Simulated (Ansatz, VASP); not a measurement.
# AgBr: VASP beside Ansatz

INCAR

```
SYSTEM = AgBr
  PREC = Accurate
  ENCUT = 400
  EDIFF = 1E-8
  ISMEAR = -1
  SIGMA = 0.03
  LREAL = .FALSE.
  LASPH = .TRUE.
  NELM = 120
  ALGO = Normal
  ISIF = 2
  LWAVE = .FALSE.
  LCHARG = .FALSE.
  GGA = PS
  LEFG = .TRUE.
  NBANDS = 16
  GGA_COMPAT = .FALSE.
```

The input KPOINTS:

```
Automatic mesh
0
G
  8 8 8
  0 0 0
```

Contents of POSCAR:

```
AgBr
1.0
    0.0000000000      2.6848523120      2.6848523120
    2.6848523120      0.0000000000      2.6848523120
    2.6848523120      2.6848523120      0.0000000000
Ag Br
1 1
Direct
    0.0000000000      0.0000000000      0.0000000000
    0.5000000000      0.5000000000      0.5000000000
```

Input for Ansatz:

```yaml
crystal:
  lattice:
    - [0.0, 2.684852312, 2.684852312]
    - [2.684852312, 0.0, 2.684852312]
    - [2.684852312, 2.684852312, 0.0]
  atoms:
    - { symbol: Ag, position: [0.0, 0.0, 0.0] }
    - { symbol: Br, position: [0.5, 0.5, 0.5] }
kpoints:
  mp_grid: { grid: [8, 8, 8] }
  band_path:
    path:
      - [0.0, 0.0, 0.0]
      - [0.5, 0.0, 0.5]
      - [0.625, 0.25, 0.625]
      - [0.375, 0.375, 0.75]
      - [0.0, 0.0, 0.0]
      - [0.5, 0.5, 0.5]
      - [0.5, 0.25, 0.75]
      - [0.5, 0.0, 0.5]
    npoints: 6
scf:
  occupations: { method: fermi_dirac, width: 0.03 }
hamiltonian:
  xc: pbesol
  pseudopotentials: { kind: paw }
output:
  forces: true
  stress: true
  eigenvalues: true
  efg: { contact_densities: true }
  populations: true
```

Change from the starting cell: volume scaled by 0.8, PAW files.

Alike in both runs: task electric field gradients; functional PBEsol; k mesh 8 × 8 × 8; occupations fermi-dirac, width 0.03 eV; no spin polarisation.

```csv
,VASP,Ansatz
version,VASP 6.6.1,Ansatz 0.2.0
potentials or method,"VASP PAW PBE potentials, release 64 (Ag, Br)","PAW with Ansatz's default frozen-core files, scalar-relativistic"
plane-wave cutoff (eV),400,420
valence electrons in the cell,18,26
```

|  | VASP | Ansatz | Ansatz less VASP |
| --- | --- | --- | --- |
| pressure (GPa) | 13.2 | 13.5 | +0.23 |

VASP's potentials were made for PBE, not for PBEsol. VASP's potentials hold 18 valence electrons a cell and Ansatz's 26, so a difference there can come from the potentials and not from the codes.
